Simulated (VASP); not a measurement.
Set up this calculation in VASP 6.6.1, as the native input.

```yaml
Task: relaxation of cell and atoms
Functional: PBE
Potentials_or_basis: VASP PAW PBE potentials, release 64 (Rh_pv)
Cutoff: 600 eV
k_mesh: 15 × 15 × 15
Occupations: methfessel-paxton, width 0.1 eV
Spin: no spin polarisation
Dipole_correction: no
Further_INCAR_settings: ALGO = Normal; EDIFF = 1e-07; IBRION = 2; EDIFFG = -0.005; NSW = 80; ISIF = 3
```

The structure of Rh lies in POSCAR:

```
Rh
1.0
    0.0000000000      1.8978500000      1.8978500000
    1.8978500000      0.0000000000      1.8978500000
    1.8978500000      1.8978500000      0.0000000000
Rh
1
Direct
    0.0000000000      0.0000000000      0.0000000000
```

These files were run (other wordings do the same):

INCAR

```
PREC = Accurate ; ENCUT = 600
EDIFF = 1E-7 ; ISMEAR = 1
SIGMA = 0.1 ; LREAL = F
LASPH = T ; NELM = 100
ALGO = Normal ; ISIF = 3
LWAVE = F ; LCHARG = F
GGA = PE ; IBRION = 2
NSW = 80 ; EDIFFG = -0.005
```

KPOINTS

```
Automatic mesh
0
Gamma
  15 15 15
```

Potentials or basis: VASP PAW PBE potentials, release 64 (Rh_pv).

The run is started by

```sh
$ cat potpaw_PBE.64/Rh_pv/POTCAR > POTCAR
$ mpirun -np 1 vasp_std > vasp.out
```

Results of the run:

```yaml
Relaxed_volume: 14.03 Å³/atom
Relaxed_cell: a = 2.707 Å, b = 2.707 Å, c = 2.707 Å, α = 60.00°, β = 60.00°, γ = 60.00°
Space_group_after_relaxing_to_0.1_Å: Fm-3m (No. 225)
Energy_gained_by_relaxing: 7.9 meV/atom
Ionic_steps: 4
Pressure_after_relaxing: 0.0 GPa
Band_gap_on_the_k_mesh: zero (an odd number of electrons rules out a gap without spin polarisation)
```

Run time: 100 s on 1 thread of AMD EPYC 7R13, with other jobs on the host, peak memory 0.13 GiB.
